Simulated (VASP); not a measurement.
Wanted: the native input for a VASP 6.6.1 run.

```
Task                   : relaxation of cell and atoms
Functional             : PBE
Potentials or basis    : VASP PAW PBE potentials, release 64 (Cu, O)
Cutoff                 : 600 eV
k mesh                 : 10 × 10 × 10
Occupations            : fermi-dirac, width 0.05 eV
Spin                   : no spin polarisation
Hubbard terms          : Cu d U = 5.0 eV
Dipole correction      : no
Further INCAR settings : ALGO = Normal; EDIFF = 1e-06; IBRION = 2; EDIFFG = -0.01; NSW = 60; ISIF = 3
```

The structure of CuO lies in POSCAR:

```
CuO
1.0
    2.5525506100      0.0000000000      0.0000000000
    0.0000000000      2.5525506100      0.0000000000
    0.0000000000      0.0000000000      2.5525506100
Cu O
1 1
Direct
    0.0000000000      0.0000000000      0.0000000000
    0.5000000000      0.5000000000      0.5000000000
```

The input as run:

INCAR

```
PREC = Accurate ; ENCUT = 600
EDIFF = 1E-6 ; ISMEAR = -1
SIGMA = 0.05 ; LREAL = F
LASPH = T ; NELM = 150
ALGO = Normal ; ISIF = 3
LWAVE = F ; LCHARG = F
LMAXMIX = 4 ; LDAU = T
LDAUTYPE = 2 ; LDAUL = 2 -1
LDAUU = 5 0 ; LDAUJ = 0 0
LDAUPRINT = 1 ; GGA = PE
IBRION = 2 ; NSW = 60
EDIFFG = -0.01
```

KPOINTS

```
regular mesh
0
Gamma
  10 10 10
```

Potentials or basis: VASP PAW PBE potentials, release 64 (Cu, O).

Command:

```sh
$ cat potpaw_PBE.64/Cu/POTCAR potpaw_PBE.64/O/POTCAR > POTCAR
$ mpirun -np 1 vasp_std > vasp.out
```

Results of the run:

```
Relaxed volume                        : 9.00 Å³/atom
Relaxed cell                          : a = 2.621 Å, b = 2.621 Å, c = 2.621 Å, α = 90.00°, β = 90.00°, γ = 90.00°
Space group after relaxing (to 0.1 Å) : Pm-3m (No. 221)
Energy gained by relaxing             : 30.6 meV/atom
Ionic steps                           : 3
Pressure after relaxing               : 0.1 GPa
Band gap on the k mesh                : zero (an odd number of electrons rules out a gap without spin polarisation)
```

Caveat: an odd number of electrons without spin polarisation forces a metal; a magnetic or distorted state may lie lower; U without spin polarisation on a metal has little footing.

It took 20 s on 1 thread of Intel(R) Xeon(R) Platinum 8559C (Emerald Rapids), with other jobs on the host, peak memory 0.14 GiB.
